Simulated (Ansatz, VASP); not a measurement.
# Si in VASP and in Ansatz

Contents of INCAR:

```
SYSTEM = Si
PREC = Accurate
ENCUT = 520
EDIFF = 1E-6
ISMEAR = 0
SIGMA = 0.15
LREAL = .False.
LASPH = .True.
NELM = 60
ALGO = Normal
ISIF = 2
LWAVE = .False.
LCHARG = .False.
GGA = PS
NBANDS = 8
```

Contents of KPOINTS:

```
regular mesh
0
Gamma
  22 22 22
  0 0 0
```

Contents of POSCAR:

```
Si
1.0
    0.0000000000      1.9394929990      1.9394929990
    1.9108305409      0.0286624581      1.9108305409
    1.9108305409      1.9108305409      0.0286624581
Si
1
Direct
    0.0000000000      0.0000000000      0.0000000000
```

Input for Ansatz:

```yaml
crystal:
  lattice:
    - [0.0, 1.939492999, 1.939492999]
    - [1.9108305409, 0.0286624581, 1.9108305409]
    - [1.9108305409, 1.9108305409, 0.0286624581]
  atoms:
    - { symbol: Si, position: [0.0, 0.0, 0.0] }
basis:
  ecutwfc: 420
kpoints:
  mp_grid: { grid: [22, 22, 22] }
hamiltonian:
  xc: pbesol
scf:
  occupations: { method: gaussian, width: 0.15 }
output:
  forces: true
  stress: true
  eigenvalues: true
```

Change from the starting cell: strain +0.0300 x Voigt [0, 0, 0, 1, 0, 0], atoms carried along.

Alike in both runs: task single point; functional PBEsol; k mesh 22 × 22 × 22; occupations gaussian, width 0.15 eV; no spin polarisation.

|  | VASP | Ansatz |
| --- | --- | --- |
| version | VASP 6.6.1 | Ansatz 0.2.0 |
| potentials or method | VASP PAW PBE potentials, release 64 (Si), cutoff 520 eV | scalar-relativistic, plane waves, PAW |
| valence electrons in the cell | 4 | 4 |

VASP gave:

* gap on the k mesh at the Fermi level (eV): none
* pressure (GPa): 0.8
* traceless stress, the component that is largest in VASP (GPa): -0.21

Question: Which values does Ansatz return?

Answer: gap on the k mesh at the Fermi level (eV): none; pressure (GPa): 0.7; traceless stress, the component that is largest in VASP (GPa): -0.20.

VASP's potentials were made for PBE, not for PBEsol. A gap of «none» marks a metal or a gap that the smearing closes.
